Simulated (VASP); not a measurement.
Input of a VASP 6.6.1 run:

File INCAR:

```
SYSTEM = Sn2As
PREC = Accurate
ENCUT = 520
EDIFF = 1E-6
ISMEAR = 0
SIGMA = 0.1
LREAL = .FALSE.
LASPH = .TRUE.
NELM = 100
ALGO = Normal
ISIF = 2
LWAVE = .FALSE.
LCHARG = .FALSE.
GGA = PE
NBANDS = 24
```

KPOINTS

```
regular mesh
0
G
  6 6 6
  0 0 0
```

File POSCAR:

```
Sn2As
1.0
    4.8785041800      0.0000000000      0.0000000000
   -2.4392520900      4.2249085500      0.0000000000
    0.0000000000      0.0000000000      3.6367923600
Sn As
2 1
Direct
    0.3333333300      0.6666666700      0.5000000000
    0.6666666700      0.3333333300      0.5000000000
    0.0000000000      0.0000000000      0.0000000000
```

Potentials or basis: VASP PAW PBE potentials, release 64 (Sn_d, As).

Command:

```console
$ cat potpaw_PBE.64/Sn_d/POTCAR potpaw_PBE.64/As/POTCAR > POTCAR
$ mpirun -np 1 vasp_std > vasp.out
```

Predict the band gap on the k mesh.

zero (an odd number of electrons rules out a gap without spin polarisation).

Predict the pressure.

3.4 GPa.

Stress tensor (GPa, compression positive):
```
 6.02  0.00  0.00
 0.00  6.02  0.00
 0.00  0.00 -1.83
```

Caveat: the stress differs along the axes, from -2 to 6 GPa; spin-orbit coupling is left out, which moves the levels of the heavy elements.
